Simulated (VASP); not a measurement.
LuTi3F:

```
Lu Ti F
1.0
     4.45142    0.00000    0.00000
     0.00000    4.45142    0.00000
     0.00000    0.00000    4.45142
Lu Ti F
1 3 1
Direct
  0.50000 0.50000 0.50000
  0.50000 0.00000 0.00000
  0.00000 0.50000 0.00000
  0.00000 0.00000 0.50000
  0.00000 0.00000 0.00000
```

The cell was generated, and may not be a known phase.

| Property | Result |
| --- | --- |
| Program | VASP 6.6.1 |
| Task | relaxation of cell and atoms |
| Functional | PBE |
| Potentials or basis | VASP PAW PBE potentials, release 64 (Lu, Ti_sv, F) |
| Cutoff | 600 eV |
| k mesh | 4 × 4 × 4 |
| Occupations | gaussian, width 0.1 eV |
| Spin | collinear spin |
| Starting moments | [0.0, 1.0, 1.0, 1.0, 0.0] μB |

At the start: pressure -2.5 GPa; volume 17.64 Å³/atom.

Problem. How do energy, volume and symmetry change on relaxing?

Solution. Over 3 steps the energy falls by 4.1 meV/atom and the volume is 17.13 Å³/atom (-2.9 %); space group Pm-3m (No. 221, to 0.1 Å) before and after; moment 0.00 μB per cell.

The path:
```tsv
step	energy change (eV)	largest force (eV/Å)	pressure (GPa)	volume (Å³)
1	0.0000	0.0000	-2.54	88.21
2	-0.0173	0.0000	1.07	84.68
3	-0.0206	0.0000	0.01	85.66
```

Final structure:
```
Lu Ti F
1.0
     4.40822    0.00000    0.00000
     0.00000    4.40822    0.00000
     0.00000    0.00000    4.40822
Lu Ti F
1 3 1
Direct
  0.50000 0.50000 0.50000
  0.50000 0.00000 0.00000
  0.00000 0.50000 0.00000
  0.00000 0.00000 0.50000
  0.00000 0.00000 0.00000
```
